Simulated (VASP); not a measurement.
# AlRu (Pm-3m) in VASP: further runs

Aim: see how the results for AlRu move with the level of theory and the settings. Levels: PBE0, PBE. Tasks: single point.

All numbers are computed with VASP 6.6.1; they aren't measurements. Logs are shortened: lines on timing, memory, paths and dates and some standing lists are left out, and cuts for length are marked.

**1. The cell of the first run**

The structure is cubic, space group Pm-3m (No. 221). Conventional cell: a = 3.031 Å, b = 3.031 Å, c = 3.031 Å, α = 90.00°, β = 90.00°, γ = 90.00°. Within 3.5 Å of Ru (site symmetry m-3m) lie 8 Al at 2.62 Å and 6 Ru at 3.03 Å. Within 3.5 Å of Al (site symmetry m-3m) lie 8 Ru at 2.62 Å and 6 Al at 3.03 Å.

**2. Single point, PBE0**

The input, POSCAR:

```
AlRu
1.0
    3.0309676725      0.0000000000      0.0000000000
    0.0000000000      3.0309676725      0.0000000000
    0.0000000000      0.0000000000      3.0309676725
Ru Al
1 1
Direct
    0.5000000000      0.5000000000      0.5000000000
    0.0000000000      0.0000000000      0.0000000000
```

The input, INCAR.step1:

```
ALGO = Normal
EDIFF = 1E-5
ENCUT = 520
GGA = PE
ISIF = 2
ISMEAR = -1
LASPH = True
LCHARG = False
LREAL = False
LWAVE = True
NBANDS = 16
NELM = 60
PREC = Accurate
SIGMA = 0.05
```

The input, INCAR.step2:

```
AEXX = 0.25
ALGO = Normal
EDIFF = 1E-6
ENCUT = 520
GGA = PE
ISIF = 2
ISMEAR = -1
ISTART = 1
LASPH = True
LCHARG = False
LHFCALC = True
LREAL = False
LWAVE = False
NBANDS = 16
NELM = 60
PREC = Accurate
PRECFOCK = Normal
SIGMA = 0.05
```

The input, KPOINTS:

```
k-points
0
Gamma
  4 4 4
```

Potentials or basis: VASP PAW PBE potentials, release 64 (Ru_pv, Al).

Run with:

```console
> cat potpaw_PBE.64/Ru_pv/POTCAR potpaw_PBE.64/Al/POTCAR > POTCAR
> cp INCAR.step1 INCAR
> mpirun -np 1 vasp_std > vasp.out
> cp INCAR.step2 INCAR
> mpirun -np 1 vasp_std > vasp.out
```

OUTCAR:

```text
AEXX = 0.25
   EDIFF = 1E-6
   ENCUT = 520
   GGA = PE
   ISIF = 2
   ISMEAR = -1
   ISTART = 1
   LASPH = True
   LHFCALC = True
   LREAL = False
   NELM = 60
   PREC = Accurate
   PRECFOCK = Normal

 ion  position               nearest neighbor table
   1  0.500  0.500  0.500-   2 2.62   2 2.62   2 2.62   2 2.62   2 2.62   2 2.62   2 2.62   2 2.62

   2  0.000  0.000  0.000-   1 2.62   1 2.62   1 2.62   1 2.62   1 2.62   1 2.62   1 2.62   1 2.62

  LATTYP: Found a simple cubic cell.
 ALAT       =     3.0309676725

  Lattice vectors:

 A1 = (   3.0309676725,   0.0000000000,   0.0000000000)
 A2 = (   0.0000000000,   3.0309676725,   0.0000000000)
 A3 = (   0.0000000000,   0.0000000000,   3.0309676725)

Analysis of symmetry for initial positions (statically):
=====================================================================
 Subroutine PRICEL returns:
 Original cell was already a primitive cell.

 Routine SETGRP: Setting up the symmetry group for a
 simple cubic supercell.

 Subroutine GETGRP returns: Found 48 space group operations
 (whereof 48 operations were pure point group operations)
 out of a pool of 48 trial point group operations.

The static configuration has the point symmetry O_h .

Analysis of symmetry for dynamics (positions and initial velocities):
=====================================================================
 Subroutine PRICEL returns:
 Original cell was already a primitive cell.

 Routine SETGRP: Setting up the symmetry group for a
 simple cubic supercell.

 Subroutine GETGRP returns: Found 48 space group operations
 (whereof 48 operations were pure point group operations)
 out of a pool of 48 trial point group operations.

The dynamic configuration has the point symmetry O_h .

 Subroutine INISYM returns: Found 48 space group operations
 (whereof 48 operations are pure point group operations),
 and found     1 'primitive' translations

----------------------------------------------------------------------------------------

                                     Primitive cell

  volume of cell :      27.8448

  direct lattice vectors                    reciprocal lattice vectors
     3.030967673  0.000000000  0.000000000     0.329927636  0.000000000  0.000000000
     0.000000000  3.030967673  0.000000000     0.000000000  0.329927636  0.000000000
[... 75 lines left out ...]
   NFREE  =      0    steps in history (QN), initial steepest desc. (CG)
   ISIF   =      2    stress and relaxation
   ISYM   =      3    0-nonsym 1-usesym 2-fastsym
   POTIM  = 0.5000    time-step for ionic-motion
   TEBEG  =    0.0;   TEEND  =   0.0 temperature during run
   PSTRESS=    0.0 pullay stress
   NELECT =      17.0000    total number of electrons
   NUPDOWN=      -1.0000    fix difference up-down
   EMIN   =  10.00;   EMAX   =-10.00  energy-range for DOS
   EFERMI =   0.00;   METHOD = LEGACY
   ISMEAR =    -1;   SIGMA  =   0.05  broadening in eV -4-tet -1-fermi 0-gaus
   EFERMI_NEDOS =   21; number of points for ismear=-14 and -15
   IALGO  =     38    algorithm
   IMIX   =      1    mixing-type and parameters
     AMIX     =   0.40;   BMIX     =  1.00
     AMIX_MAG =   1.60;   BMIX_MAG =  1.00
  volume/ion in A,a.u.               =      13.92        93.95
  Fermi-wavevector in a.u.,A,eV,Ry     =   1.388811  2.624472 26.242865  1.928796
  Thomas-Fermi vector in A             =   2.512902
   LORBIT       =      0    0 simple, 1 ext, 2 COOP (PROOUT), +10 PAW based schemes
   GGA     = PE    functional components
   LHFCALC =     T    Hartree Fock is set to
   PRECFOCK=normal    Normal, Fast or Accurate (Low or Medium for compatibility)
   ENCUT4O =  -1.0   cutoff for four orbital integrals eV
   NKREDX  =     1    reduce k-point grid by
   NKREDY  =     1    reduce k-point grid by
   NKREDZ  =     1    reduce k-point grid by
   AEXX    =    0.2500 exact exchange contribution
   HFSCREEN=    0.0000 screening length (either q_TF or 0.3 A-1)
   HFSCREENC=   0.0000 screening length for correlation (either q_TF or 0.3 A-1)
   ENCUTFOCK=  -1.0 apply spherical cutoff to Coloumb kernel
   IVDW    =     0    specifies the selected vdW correction
   LEPSILON=     F    determine dielectric tensor
   LRPA    =     F    only Hartree local field effects (RPA)
 non-spin polarized calculation
  energy-cutoff  :      520.00
  volume of cell :       27.84
 maximum number of plane-waves:       768
 NGX is ok and might be reduce to    24
  NGX = 18; NGY = 18; NGZ = 18

 number of electron      17.0000001 magnetization

 Free energy of the ion-electron system (eV)
  ---------------------------------------------------
  ext. energy  EPLUGINS =         0.00000000
  ---------------------------------------------------
  free energy    TOTEN  =       -18.26010482 eV

  energy without entropy =      -18.25413115  energy(sigma->0) =      -18.25711799

 E-fermi :   9.7486     XC(G=0):  -9.6923

 val. band max:        9.7139729849   @ k =   0.2500   0.0000   0.0000
 cond. band min:      10.3585257125   @ k =   0.5000   0.0000   0.0000
 fundamental gap:      0.6445527276
 Fermi energy:         9.7486454901

 k-point     1 :       0.0000    0.0000    0.0000
  band No.  band energies     occupation
      1     -35.0933      2.00000
      2     -35.0933      2.00000
      3     -35.0933      2.00000
      4      -1.1646      2.00000
      5       5.6026      2.00000
      6       5.6026      2.00000
[... 167 lines left out ...]
      3     -35.2813      2.00000
      4       4.2110      2.00000
      5       4.2110      2.00000
      6       4.2110      2.00000
[... 8 lines left out ...]
     15      19.4301      0.00000
     16      23.0412      0.00000

------------------------ aborting loop because EDIFF is reached ----------------------------------------

  FORCE on cell =-STRESS in cart. coord.  units (eV):
  Direction    XX          YY          ZZ          XY          YZ          ZX
  --------------------------------------------------------------------------------------
  -------------------------------------------------------------------------------------
  Total       -2.5217732     -2.5217732     -2.5217732     -0.0000000      0.0000000     -0.0000000
  in kB     -145.1017660   -145.1017660   -145.1017660     -0.0000000      0.0000000     -0.0000000
  external PRESSURE =    -145.1017660 kB  Pullay stress =       0.0000000 kB

 VOLUME and BASIS-vectors are now :
 -----------------------------------------------------------------------------
  energy-cutoff  :      520.00
  volume of cell :       27.84
      direct lattice vectors                 reciprocal lattice vectors
     3.030967673  0.000000000  0.000000000     0.329927636  0.000000000  0.000000000
     0.000000000  3.030967673  0.000000000     0.000000000  0.329927636  0.000000000
     0.000000000  0.000000000  3.030967673     0.000000000  0.000000000  0.329927636

 POSITION                                       TOTAL-FORCE (eV/Angst)
 -----------------------------------------------------------------------------------
      1.51548      1.51548      1.51548         0.000000      0.000000      0.000000
      0.00000      0.00000      0.00000         0.000000      0.000000      0.000000
 -----------------------------------------------------------------------------------
    total drift:                               -0.000006     -0.000006     -0.000006

  FREE ENERGIE OF THE ION-ELECTRON SYSTEM (eV)
  ---------------------------------------------------
  free  energy   TOTEN  =       -18.2601048156 eV

  energy  without entropy=      -18.2541311548  energy(sigma->0) =      -18.25711799
```

OSZICAR.step1:

```text
N       E                     dE             d eps       ncg     rms          rms(c)
DAV:   1     0.107650336403E+03    0.10765E+03   -0.92444E+03   336   0.995E+02
DAV:   2    -0.133279049720E+02   -0.12098E+03   -0.11366E+03   368   0.283E+02
DAV:   3    -0.150890166006E+02   -0.17611E+01   -0.17557E+01   416   0.351E+01
DAV:   4    -0.151009682533E+02   -0.11952E-01   -0.11935E-01   392   0.312E+00
DAV:   5    -0.151011352935E+02   -0.16704E-03   -0.16704E-03   384   0.357E-01    0.112E+01
DAV:   6    -0.145935528335E+02    0.50758E+00   -0.21726E+00   352   0.158E+01    0.229E+00
DAV:   7    -0.145117336354E+02    0.81819E-01   -0.16392E-01   336   0.466E+00    0.188E+00
DAV:   8    -0.144970403458E+02    0.14693E-01   -0.17710E-02   384   0.821E-01    0.227E-01
DAV:   9    -0.144966446227E+02    0.39572E-03   -0.12497E-03   368   0.378E-01    0.115E-01
DAV:  10    -0.144966211988E+02    0.23424E-04   -0.65586E-05   376   0.908E-02    0.181E-02
DAV:  11    -0.144966208187E+02    0.38017E-06   -0.18489E-06   208   0.129E-02
   1 F= -.14496621E+02 E0= -.14492044E+02  d E =-.915458E-02
```

Wall time 4.3 min (1 thread of AMD EPYC 7R13 (Zen 3), shared host); peak memory 0.12 GiB.

What came out:

| Property | Result |
| --- | --- |
| Free energy | -18.2601 eV |
| Pressure | -14.5 GPa |

Caveat: the k points lie up to 0.52 Å⁻¹ apart; the PAW data sets were made with another functional, which shifts forces and pressure a little.

**3. Single point, PBE0**

This run uses another cell than the first one, of 14.19 Å³/atom, 1.019 times its volume.

The input, POSCAR:

```
AlRu
1.0
    3.0502737196      0.0000000000      0.0000000000
    0.0000000000      3.0502737196      0.0000000000
    0.0000000000      0.0000000000      3.0502737196
Ru Al
1 1
Direct
    0.5000000000      0.5000000000      0.5000000000
    0.0000000000      0.0000000000      0.0000000000
```

The input, INCAR.step1:

```
SYSTEM = AlRu
ALGO = Normal ; EDIFF = 1E-5
ENCUT = 520 ; GGA = PE
ISIF = 2 ; ISMEAR = -1
LASPH = .True. ; LREAL = .False.
LWAVE = .True. ; NBANDS = 16
NELM = 60 ; PREC = Accurate
SIGMA = 0.05
```

The input, INCAR.step2:

```
SYSTEM = AlRu
AEXX = 0.25 ; ALGO = Normal
EDIFF = 1E-7 ; ENCUT = 520
GGA = PE ; ISIF = 2
ISMEAR = -1 ; ISTART = 1
LASPH = .True. ; LCHARG = .True.
LELF = .True. ; LHFCALC = .True.
LREAL = .False. ; LVHAR = .True.
LWAVE = .False. ; NBANDS = 16
NELM = 60 ; PREC = Accurate
PRECFOCK = Normal ; SIGMA = 0.05
```

The input, KPOINTS:

```
k-points
0
Gamma
  4 4 4
  0 0 0
```

Potentials or basis: VASP PAW PBE potentials, release 64 (Ru_pv, Al).

Run with:

```console
> cat potpaw_PBE.64/Ru_pv/POTCAR potpaw_PBE.64/Al/POTCAR > POTCAR
> cp INCAR.step1 INCAR
> mpirun -np 1 vasp_std > vasp.out
> cp INCAR.step2 INCAR
> mpirun -np 1 vasp_std > vasp.out
```

Run time: 6.6 min. Hardware: 1 thread of AMD EPYC 7R13 (Zen 3), shared host; peak memory 0.12 GiB.

The run converged. Its results:

```
Free energy : -18.2068 eV
Pressure    : -17.5 GPa
```

Levels at points of the mesh, in eV from the Fermi level:
```csv
k point,band 7,band 8,band 9,band 10,band 11,band 12
"(0.00, 0.00, 0.00)",-0.44,-0.44,-0.44,7.08,7.08,7.08
"(0.50, 0.00, 0.00)",-2.29,-2.29,0.60,3.41,8.79,12.36
"(0.50, 0.50, 0.00)",-1.77,-1.73,-1.73,2.58,6.52,6.98
"(0.50, 0.50, 0.50)",2.61,2.61,3.32,5.11,5.11,5.11
```

Caveat: the k points lie up to 0.51 Å⁻¹ apart; the PAW data sets were made with another functional, which shifts forces and pressure a little.

**4. Single point, PBE**

This run uses another cell than the first one, of 13.39 Å³/atom, 0.962 times its volume.

The input, INCAR:

```
  ALGO = Normal
  EDIFF = 1E-6
  ENCUT = 520
  GGA = PE
  ISIF = 2
  ISMEAR = 0
  LASPH = T
  LCHARG = F
  LREAL = F
  LWAVE = F
  NBANDS = 16
  NELM = 100
  PREC = Accurate
  SIGMA = 0.022
```

The input, KPOINTS:

```
k-points
0
Gamma
  9 9 9
```

The input, POSCAR:

```
AlRu
1.0
    2.9916000000      0.0000000000      0.0000000000
    0.0000000000      2.9916000000      0.0000000000
    0.0000000000      0.0000000000      2.9916000000
Ru Al
1 1
Direct
    0.5000000000      0.5000000000      0.5000000000
    0.0000000000      0.0000000000      0.0000000000
```

Run with:

```console
> cat potpaw_PBE.64/Ru_pv/POTCAR potpaw_PBE.64/Al/POTCAR > POTCAR
> mpirun -np 1 vasp_std > vasp.out
```

Run time: 12 s. Hardware: 1 thread of Intel Xeon 8259CL, shared host; peak memory 0.14 GiB.

Results (log left out):

- Free energy: -14.2517 eV
- Pressure: 2.5 GPa

Levels at points of the mesh, in eV from the Fermi level:
| k point | band 7 | band 8 | band 9 | band 10 | band 11 | band 12 |
| --- | --- | --- | --- | --- | --- | --- |
| (0.00, 0.00, 0.00) | 0.25 | 0.25 | 0.25 | 6.18 | 6.18 | 6.18 |

**5. Summary**

| level | cell | k mesh | smearing | grid for exact exchange (PRECFOCK) | gap on the mesh (eV) | pressure (GPa) |
| --- | --- | --- | --- | --- | --- | --- |
| PBE0 | a = 3.031 Å, 2 atoms | 4 × 4 × 4 | fermi-dirac 0.05 eV | Normal | none | -14.5 |
| PBE0 | a = 3.050 Å, 2 atoms | 4 × 4 × 4 | fermi-dirac 0.05 eV | Normal | none | -17.5 |
| PBE | a = 2.992 Å, 2 atoms | 9 × 9 × 9 | gaussian 0.022 eV | - | none | 2.5 |

Alike in all rows: task single point; potentials or basis VASP PAW PBE potentials, release 64 (Ru_pv, Al); no spin polarisation; cutoff (eV) 520.

Caveats: some runs use coarse meshes; the PAW data sets were made with another functional, which shifts forces and pressure a little (some runs).

Total energies depend on the potentials used, so only differences within one code and one set of settings carry meaning.
